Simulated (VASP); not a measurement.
The system is AlGaAs2.

```
Al Ga As
1.0
     3.59953    0.00000    0.00000
     0.00000    3.59953    0.00000
     0.00000    0.00000    5.06583
Al Ga As
1 1 2
Direct
  0.50000 0.50000 0.50000
  0.00000 0.00000 0.00000
  0.50000 0.00000 0.74005
  0.00000 0.50000 0.25995
```

* Program: VASP 6.6.1
* Task: relaxation of cell and atoms
* Functional: LDA
* Potentials or basis: VASP PAW LDA potentials, release 64 (Al, Ga_d, As)
* Cutoff: 600 eV
* k mesh: 6 × 6 × 4
* Occupations: gaussian, width 0.1 eV
* Spin: no spin polarisation

At the start: pressure 44.2 GPa; volume 16.41 Å³/atom.

Problem. Where does the relaxation end?

Solution. Over 8 steps the energy falls by 631.8 meV/atom and the volume is 22.30 Å³/atom (+35.9 %); space group P-4m2 (No. 115, to 0.05 Å).

Step by step:
```csv
step,energy change (eV),largest force (eV/Å),pressure (GPa),volume (Å³)
1,0.0000,1.2306,44.23,65.64
2,-1.1642,0.1287,-11.13,118.76
3,-2.5211,0.2182,-0.70,89.88
4,-2.5225,0.2295,-0.30,89.34
5,-2.5224,0.2405,0.14,88.82
6,-2.5259,0.1117,0.24,88.73
7,-2.5267,0.0058,0.30,88.65
8,-2.5270,0.0084,-0.13,89.20
```

Final structure:
```xyz
4
Lattice="3.9881 0.0000 0.0000 0.0000 3.9881 0.0000 0.0000 0.0000 5.6085" Properties=species:S:1:pos:R:3 pbc="T T T"
Al    1.9940    1.9940    2.8042
Ga    0.0000    0.0000    0.0000
As    1.9940    3.9881    4.2078
As    0.0000    1.9940    1.4006
```

Caveat: the volume moved by over 15 % at a fixed basis, so the end points are rough; the relaxation stopped at a loose force limit of 0.05 eV/Å, so its end isn't a converged minimum.
